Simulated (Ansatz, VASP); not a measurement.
GeN in VASP and in Ansatz

```
Ge N
1.0
    -1.54656    3.81839    2.57413
     1.54656   -3.81839    2.57413
     1.54656    3.81839   -2.57413
Ge N
2 2
Direct
  0.27152 0.60655 0.66497
  0.94157 0.60655 0.33503
  0.00901 0.26217 0.74684
  0.51533 0.26217 0.25316
```

Alike in both runs: functional PBE; k mesh 6 × 6 × 6; occupations gaussian, width 0.1 eV; no spin polarisation.

Ansatz relaxed the structure, and its values are those at the end. VASP's run is a single point on that final structure, the one shown.

```csv
,VASP,Ansatz
version,VASP 6.6.1,Ansatz 0.2.0
potentials or method,"VASP PAW PBE potentials, release 64 (Ge_d, N), cutoff 520 eV","scalar-relativistic, plane waves, PAW"
valence electrons in the cell,38,38
```

|  | VASP | Ansatz | Ansatz less VASP |
| --- | --- | --- | --- |
| gap on the k mesh at the Fermi level (eV) | 0.71 | 0.70 | -0.009 |
| least direct gap on the mesh (eV) | 0.71 | 0.70 | -0.009 |
| pressure (GPa) | -0.3 | 0.0 | +0.31 |
| rms of the force components (eV/Å) | 0.026 | 0.016 | -0.0098 |
